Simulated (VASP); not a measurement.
Crystal: Sm3Ta.

```
Sm Ta
1.0
     4.79101    0.00000    0.00000
     0.00000    4.79101    0.00000
     0.00000    0.00000    4.90526
Sm Ta
3 1
Direct
  0.50000 0.00000 0.50000
  0.00000 0.50000 0.50000
  0.00000 0.00000 0.00000
  0.00000 0.00000 0.50000
```

The cell was generated, and may not be a known phase.

* Program: VASP 6.6.1
* Task: relaxation of cell and atoms
* Functional: PBE
* Potentials or basis: VASP PAW PBE potentials, release 64 (Sm_3, Ta_pv), 4f in core
* Cutoff: 500 eV
* k mesh: 4 × 4 × 4
* Occupations: gaussian, width 0.2 eV
* Spin: no spin polarisation

At the start: pressure 40.5 GPa; volume 28.15 Å³/atom.

Task: Where does the relaxation end?

Result: Over 3 steps the energy falls by 1431.8 meV/atom and the volume is 45.55 Å³/atom (+61.8 %); space group P4/mmm (No. 123, to 0.1 Å) before, Pm-3m (No. 221, to 0.1 Å).

The path:
```csv
step,energy change (eV),largest force (eV/Å),pressure (GPa),volume (Å³)
1,0.0000,0.0000,40.53,112.59
2,-3.2660,0.0000,-6.26,272.89
3,-5.7274,0.0000,-0.15,182.19
```

Final structure:
```yaml
crystal:
  lattice:
    - [5.67005, 0.00000, 0.00000]
    - [0.00000, 5.67005, 0.00000]
    - [0.00000, 0.00000, 5.66689]
  atoms:
    - { symbol: Sm, position: [0.50000, 0.00000, 0.50000] }
    - { symbol: Sm, position: [0.00000, 0.50000, 0.50000] }
    - { symbol: Sm, position: [0.00000, 0.00000, 0.00000] }
    - { symbol: Ta, position: [0.00000, 0.00000, 0.50000] }
```

Caveat: the volume moved by over 15 % at a fixed basis, so the end points are rough.
